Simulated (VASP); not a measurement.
# BN (I-4m2) in VASP: a series of runs

BN is run at these levels: PBEsol; tasks: single point.

Program: VASP 6.6.1. These are calculated values, not measurements. Logs are shortened: lines on timing, memory, paths and dates and some standing lists are left out, and cuts for length are marked.

### Step 1. The cell of the first run

Symmetry: I-4m2, No. 119, tetragonal system. The conventional cell has a = 2.480 Å, b = 2.480 Å, c = 3.615 Å, α = 90.00°, β = 90.00°, γ = 90.00°. B (site symmetry -4m2) has 4 N at 1.53 Å within 2.0 Å. N (site symmetry -4m2) has 4 B at 1.53 Å within 2.0 Å.

### Step 2. Single point, PBEsol (equal xx and yy strain of -3 %)

Contents of INCAR:

```
SYSTEM = BN
PREC = Accurate
ENCUT = 520
EDIFF = 1E-6
ISMEAR = -1
SIGMA = 0.03
LREAL = .FALSE.
LASPH = .TRUE.
NELM = 100
ALGO = Normal
ISIF = 2
LWAVE = .FALSE.
LCHARG = .FALSE.
GGA = PS
NBANDS = 11
```

Contents of KPOINTS:

```
Automatic mesh
0
G
  13 13 13
  0 0 0
```

Contents of POSCAR:

```
BN
1.0
    0.0000000000      1.7532750000      1.8075000000
    1.7532750000      0.0000000000      1.8075000000
    1.7532750000      1.7532750000      0.0000000000
B N
1 1
Direct
    0.0000000000      0.0000000000      0.0000000000
    0.7500000000      0.7500000000      0.7500000000
```

Potentials or basis: VASP PAW PBE potentials, release 64 (B, N).

Launch:

```
$ cat potpaw_PBE.64/B/POTCAR potpaw_PBE.64/N/POTCAR > POTCAR
$ mpirun -np 1 vasp_std > vasp.out
```

OUTCAR:

```text
SYSTEM = BN
   PREC = Accurate
   ENCUT = 520
   EDIFF = 1E-6
   ISMEAR = -1
   LREAL = .FALSE.
   LASPH = .TRUE.
   NELM = 100
   ISIF = 2
   GGA = PS

 ion  position               nearest neighbor table
   1  0.000  0.000  0.000-   2 1.53   2 1.53   2 1.53   2 1.53
   2  0.750  0.750  0.750-   1 1.53   1 1.53   1 1.53   1 1.53

  LATTYP: Found a body centered tetragonal cell.
 ALAT       =     2.4795052836
 C/A-ratio  =     1.4579521262

  Lattice vectors:

 A1 = (  -1.7532750000,   0.0000000000,   1.8075000000)
 A2 = (   1.7532750000,   0.0000000000,   1.8075000000)
 A3 = (   0.0000000000,   1.7532750000,  -1.8075000000)

Analysis of symmetry for initial positions (statically):
=====================================================================
 Subroutine PRICEL returns:
 Original cell was already a primitive cell.

 Routine SETGRP: Setting up the symmetry group for a
 body centered tetragonal supercell.

 Subroutine GETGRP returns: Found  8 space group operations
 (whereof  8 operations were pure point group operations)
 out of a pool of 16 trial point group operations.

The static configuration has the point symmetry D_2d.

Analysis of symmetry for dynamics (positions and initial velocities):
=====================================================================
 Subroutine PRICEL returns:
 Original cell was already a primitive cell.

 Routine SETGRP: Setting up the symmetry group for a
 body centered tetragonal supercell.

 Subroutine GETGRP returns: Found  8 space group operations
 (whereof  8 operations were pure point group operations)
 out of a pool of 16 trial point group operations.

The dynamic configuration has the point symmetry D_2d.

 Subroutine INISYM returns: Found  8 space group operations
 (whereof  8 operations are pure point group operations),
 and found     1 'primitive' translations

----------------------------------------------------------------------------------------

                                     Primitive cell

  volume of cell :      11.1124

  direct lattice vectors                    reciprocal lattice vectors
     0.000000000  1.753275000  1.807500000    -0.285180591  0.285180591  0.276625173
     1.753275000  0.000000000  1.807500000     0.285180591 -0.285180591  0.276625173
     1.753275000  1.753275000  0.000000000     0.285180591  0.285180591 -0.276625173

  length of vectors
     2.518140083  2.518140083  2.479505284     0.489057691  0.489057691  0.489057691

  position of ions in fractional coordinates (direct lattice)
     0.000000000  0.000000000  0.000000000
     0.750000000  0.750000000  0.750000000

  ion indices of the primitive-cell ions
   primitive index   ion index
                 1           1
                 2           2

----------------------------------------------------------------------------------------

 KPOINTS: Automatic mesh

Automatic generation of k-mesh.
 Grid dimensions read from file:
 generate k-points for:   13   13   13

 Generating k-lattice:

  Cartesian coordinates                     Fractional coordinates (reciprocal lattice)
    -0.021936969  0.021936969  0.021278859     0.076923077 -0.000000000  0.000000000
     0.021936969 -0.021936969  0.021278859    -0.000000000  0.076923077  0.000000000
     0.021936969  0.021936969 -0.021278859     0.000000000  0.000000000  0.076923077

  Length of vectors
     0.037619822  0.037619822  0.037619822

  Shift w.r.t. Gamma in fractional coordinates (k-lattice)
     0.000000000  0.000000000  0.000000000

 Subroutine IBZKPT returns following result:
 ===========================================

 Found    196 irreducible k-points:

 Following reciprocal coordinates:
            Coordinates               Weight
  0.000000  0.000000  0.000000      1.000000
  0.076923 -0.000000  0.000000      8.000000
  0.153846 -0.000000  0.000000      8.000000
  0.230769 -0.000000  0.000000      8.000000
  0.307692 -0.000000  0.000000      8.000000
  0.384615 -0.000000  0.000000      8.000000
[... 16 lines left out ...]
  0.384615  0.153846  0.000000      8.000000
  0.461538  0.153846  0.000000      8.000000
 [... further k-points ...]
   k-points           NKPTS =    196   k-points in BZ     NKDIM =    196   number of bands    NBANDS=     11
   number of dos      NEDOS =    301   number of ions     NIONS =      2
   total plane-waves  NPLWV =   7200
   dimension x,y,z NGX =    20 NGY =   20 NGZ =   18
   dimension x,y,z NGXF=    40 NGYF=   40 NGZF=   36
   ions per type =               1   1
   NGX,Y,Z   is equivalent  to a cutoff of  13.20, 13.20, 12.07 a.u.
   NGXF,Y,Z  is equivalent  to a cutoff of  26.41, 26.41, 24.14 a.u.
 SYSTEM =  BN
   PREC   = accura    normal or accurate (medium, high low for compatibility)
   ISTART =      0    job   : 0-new  1-cont  2-samecut
   ICHARG =      2    charge: 1-file 2-atom 10-const
   ISPIN  =      1    spin polarized calculation?
   LNONCOLLINEAR =      F non collinear calculations
   LSORBIT =      F    spin-orbit coupling
   LASPH  =      T    aspherical Exc in radial PAW
   ENCUT  =  520.0 eV  38.22 Ry    6.18 a.u.   4.68  4.68  4.61*2*pi/ulx,y,z
   NELM   =    100;   NELMIN=  2; NELMDL= -5     # of ELM steps
   EDIFF  = 0.1E-05   stopping-criterion for ELM
   LREAL  =      F    real-space projection
[... 7 lines left out ...]
   TEBEG  =    0.0;   TEEND  =   0.0 temperature during run
   PSTRESS=    0.0 pullay stress
   NELECT =       8.0000    total number of electrons
   NUPDOWN=      -1.0000    fix difference up-down
   EMIN   =  10.00;   EMAX   =-10.00  energy-range for DOS
   EFERMI =   0.00;   METHOD = LEGACY
   ISMEAR =    -1;   SIGMA  =   0.03  broadening in eV -4-tet -1-fermi 0-gaus
   EFERMI_NEDOS =   21; number of points for ismear=-14 and -15
   IALGO  =     38    algorithm
   IMIX   =      4    mixing-type and parameters
     AMIX     =   0.40;   BMIX     =  1.00
     AMIX_MAG =   1.60;   BMIX_MAG =  1.00
  volume/ion in A,a.u.               =       5.56        37.50
  Fermi-wavevector in a.u.,A,eV,Ry     =   1.467243  2.772687 29.290648  2.152802
  Thomas-Fermi vector in A             =   2.582884
   LORBIT       =      0    0 simple, 1 ext, 2 COOP (PROOUT), +10 PAW based schemes
   GGA     = PS    functional components
   LHFCALC =     F    Hartree Fock is set to
   AEXX    =    0.0000 exact exchange contribution
   IVDW    =     0    specifies the selected vdW correction
   LEPSILON=     F    determine dielectric tensor
   LRPA    =     F    only Hartree local field effects (RPA)
 non-spin polarized calculation
  energy-cutoff  :      520.00
  volume of cell :       11.11
 maximum number of plane-waves:       315
   NGX =  9   NGY =  9   NGZ =  9

 number of electron       8.0000000 magnetization

 Free energy of the ion-electron system (eV)
  ---------------------------------------------------
  ext. energy  EPLUGINS =         0.00000000
  ---------------------------------------------------
  free energy    TOTEN  =       -18.28782195 eV

  energy without entropy =      -18.28782195  energy(sigma->0) =      -18.28782195

 E-fermi :   8.7803     XC(G=0): -13.3171

 val. band max:        8.2438449634   @ k =   0.0000   0.0000   0.0000
 cond. band min:      12.3758224414   @ k =   0.4615   0.0000   0.4615
 fundamental gap:      4.1319774780
 Fermi energy:         8.7802707355

 k-point     1 :       0.0000    0.0000    0.0000
  band No.  band energies     occupation
      1     -12.8305      2.00000
      2       7.9140      2.00000
      3       8.2438      2.00000
      4       8.2438      2.00000
      5      17.1185      0.00000
      6      17.1185      0.00000
      7      17.3352      0.00000
      8      19.3967      0.00000
      9      33.8088      0.00000
     10      35.6273      0.00000
     11      35.9373      0.00000

 k-point     2 :       0.0769   -0.0000    0.0000
  band No.  band energies     occupation
      1     -12.6784      2.00000
      2       7.2744      2.00000
      3       7.8805      2.00000
      4       8.0873      2.00000
      5      17.3090      0.00000
      6      17.3763      0.00000
      7      17.6388      0.00000
      8      19.8518      0.00000
      9      33.2869      0.00000
     10      33.7872      0.00000
     11      34.9447      0.00000

 k-point     3 :       0.1538   -0.0000    0.0000
  band No.  band energies     occupation
      1     -12.2263      2.00000
      2       5.3480      2.00000
      3       7.4073      2.00000
      4       7.6978      2.00000
      5      17.6900      0.00000
      6      18.0052      0.00000
      7      18.2519      0.00000
      8      20.9795      0.00000
      9      32.0167      0.00000
     10      32.9390      0.00000
     11      33.1880      0.00000

 k-point     4 :       0.2308   -0.0000    0.0000
  band No.  band energies     occupation
      1     -11.4890      2.00000
      2       2.9820      2.00000
      3       6.8679      2.00000
      4       7.2308      2.00000
      5      18.0405      0.00000
      6      18.6801      0.00000
      7      18.8515      0.00000
      8      22.1770      0.00000
      9      31.5635      0.00000
     10      32.4134      0.00000
     11      32.4257      0.00000

 k-point     5 :       0.3077   -0.0000    0.0000
  band No.  band energies     occupation
      1     -10.5033      2.00000
      2       0.5994      2.00000
      3       6.3804      2.00000
      4       6.8092      2.00000
      5      18.2837      0.00000
      6      19.1171      0.00000
      7      19.2425      0.00000
      8      23.0584      0.00000
      9      31.7504      0.00000
     10      32.7195      0.00000
     11      32.7777      0.00000
[... 211 lines left out ...]
 k-point    21 :       0.2308    0.1538    0.0000
  band No.  band energies     occupation
      1     -11.5359      2.00000
      2       4.4930      2.00000
      3       6.0441      2.00000
      4       6.2621      2.00000
      5      16.3761      0.00000
      6      20.1795      0.00000
      7      20.4184      0.00000
      8      21.2083      0.00000
      9      26.8475      0.00000
     10      35.4012      0.00000
     11      37.3586      0.00000

 k-point    22 :       0.3077    0.1538    0.0000
  band No.  band energies     occupation
      1     -10.7400      2.00000
      2       2.3963      2.00000
      3       5.6096      2.00000
      4       5.7042      2.00000
      5      16.7771      0.00000
      6      20.5290      0.00000
      7      21.0926      0.00000
      8      21.6143      0.00000
      9      27.5895      0.00000
     10      35.2318      0.00000
     11      36.7694      0.00000

 k-point    23 :       0.3846    0.1538    0.0000
  band No.  band energies     occupation
      1      -9.7243      2.00000
      2       0.2635      2.00000
      3       5.0261      2.00000
      4       5.3764      2.00000
      5      17.1733      0.00000
      6      20.6515      0.00000
      7      21.3333      0.00000
      8      22.4741      0.00000
      9      28.7290      0.00000
     10      34.9880      0.00000
     11      36.9698      0.00000

 k-point    24 :       0.4615    0.1538    0.0000
  band No.  band energies     occupation
      1      -8.6330      2.00000
      2      -1.5951      2.00000
      3       4.4019      2.00000
      4       5.3656      2.00000
      5      17.4717      0.00000
      6      20.6842      0.00000
      7      21.2004      0.00000
      8      23.6370      0.00000
      9      29.5486      0.00000
     10      35.1664      0.00000
     11      36.9885      0.00000

 [... further k-points ...]

------------------------ aborting loop because EDIFF is reached ----------------------------------------

  FORCE on cell =-STRESS in cart. coord.  units (eV):
  Direction    XX          YY          ZZ          XY          YZ          ZX
  --------------------------------------------------------------------------------------
  -------------------------------------------------------------------------------------
  Total        2.0950324      2.0950324      0.6811086      0.0000000      0.0000000      0.0000000
  in kB      302.0598059    302.0598059     98.2016062      0.0000000      0.0000000      0.0000000
  external PRESSURE =     234.1070727 kB  Pullay stress =       0.0000000 kB

 VOLUME and BASIS-vectors are now :
 -----------------------------------------------------------------------------
  energy-cutoff  :      520.00
  volume of cell :       11.11
      direct lattice vectors                 reciprocal lattice vectors
     0.000000000  1.753275000  1.807500000    -0.285180591  0.285180591  0.276625173
     1.753275000  0.000000000  1.807500000     0.285180591 -0.285180591  0.276625173
     1.753275000  1.753275000  0.000000000     0.285180591  0.285180591 -0.276625173

 POSITION                                       TOTAL-FORCE (eV/Angst)
 -----------------------------------------------------------------------------------
      0.00000      0.00000      0.00000        -0.000000     -0.000000     -0.000000
      2.62991      2.62991      2.71125         0.000000      0.000000      0.000000
 -----------------------------------------------------------------------------------
    total drift:                               -0.000002     -0.000002      0.000007

  FREE ENERGIE OF THE ION-ELECTRON SYSTEM (eV)
  ---------------------------------------------------
  free  energy   TOTEN  =       -18.2878219506 eV

  energy  without entropy=      -18.2878219505  energy(sigma->0) =      -18.28782195
```

Run time: 29 s. Hardware: 1 thread of AMD EPYC 7R13, shared host; peak memory 0.1 GiB.

Results:

* Free energy: -18.2878 eV
* Pressure: 23.4 GPa
* Band gap on the k mesh: 4.13 eV, indirect (least direct gap 8.87 eV)

Caveat: the cell differs from its parent crystal (equal xx and yy strain of -3 %); the PAW data sets were made with another functional, which shifts forces and pressure a little.

### Step 3. Single point, PBEsol (equal xx and yy strain of -2 %)

INCAR is that of step 2.

Contents of KPOINTS:

```
regular mesh
0
G
  13 13 13
  0 0 0
```

Contents of POSCAR:

```
BN
1.0
    0.0000000000      1.7713500000      1.8075000000
    1.7713500000      0.0000000000      1.8075000000
    1.7713500000      1.7713500000      0.0000000000
B N
1 1
Direct
    0.0000000000      0.0000000000      0.0000000000
    0.7500000000      0.7500000000      0.7500000000
```

Potentials or basis: VASP PAW PBE potentials, release 64 (B, N).

Launch:

```
$ cat potpaw_PBE.64/B/POTCAR potpaw_PBE.64/N/POTCAR > POTCAR
$ mpirun -np 1 vasp_std > vasp.out
```

It took 30 s on 1 thread of AMD EPYC 7R13, shared host; peak memory 0.11 GiB.

Results (log left out):

- Free energy: -18.3231 eV
- Pressure: 14.1 GPa
- Band gap on the k mesh: 4.21 eV, indirect (least direct gap 8.84 eV)

Stress tensor (GPa, compression positive):
```
18.47  0.00  0.00
 0.00 18.47  0.00
 0.00  0.00  5.40
```

Levels at points of the mesh, in eV from the valence-band top:
| k point | band 1 | band 2 | band 3 | band 4 | band 5 | band 6 | band 7 | band 8 |
| --- | --- | --- | --- | --- | --- | --- | --- | --- |
| (0.00, 0.00, 0.00) | -20.79 | -0.21 | 0.00 | 0.00 | 8.84 | 8.84 | 8.98 | 10.85 |

Caveat: the cell differs from its parent crystal (equal xx and yy strain of -2 %); the PAW data sets were made with another functional, which shifts forces and pressure a little. A k mesh can miss the band edges.
